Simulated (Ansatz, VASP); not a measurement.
# Ga in VASP and in Ansatz

```
CELL_PARAMETERS angstrom
1.45482 -4.07851 0.00000
1.45482 4.07851 0.00000
0.00000 0.00000 3.18053
ATOMIC_POSITIONS crystal
Ga 0.86700 0.13300 0.25000
Ga 0.13300 0.86700 0.75000
```

Change from the starting cell: volume scaled by 1.01.

Alike in both runs: task single point; functional PBE; k mesh 12 × 12 × 10; occupations fermi-dirac, width 0.08 eV; no spin polarisation.

|  | VASP | Ansatz |
| --- | --- | --- |
| version | VASP 6.6.1 | Ansatz 0.2.0 |
| potentials or method | VASP PAW PBE potentials, release 64 (Ga_d), cutoff 520 eV | all-electron LAPW, scalar-relativistic |

VASP gave:

| Property | Result |
| --- | --- |
| pressure (GPa) | 1.1 |
| traceless stress, the component that is largest in VASP (GPa) | -2.29 |
| rms of the force components (eV/Å) | 0.110 |

Estimate Ansatz's values.

pressure (GPa): 1.1; traceless stress, the component that is largest in VASP (GPa): -2.28; rms of the force components (eV/Å): 0.110.

Atom by atom the forces differ by 0.001 eV/Å (rms over components). Ansatz ran all-electron here, and VASP with PAW potentials.
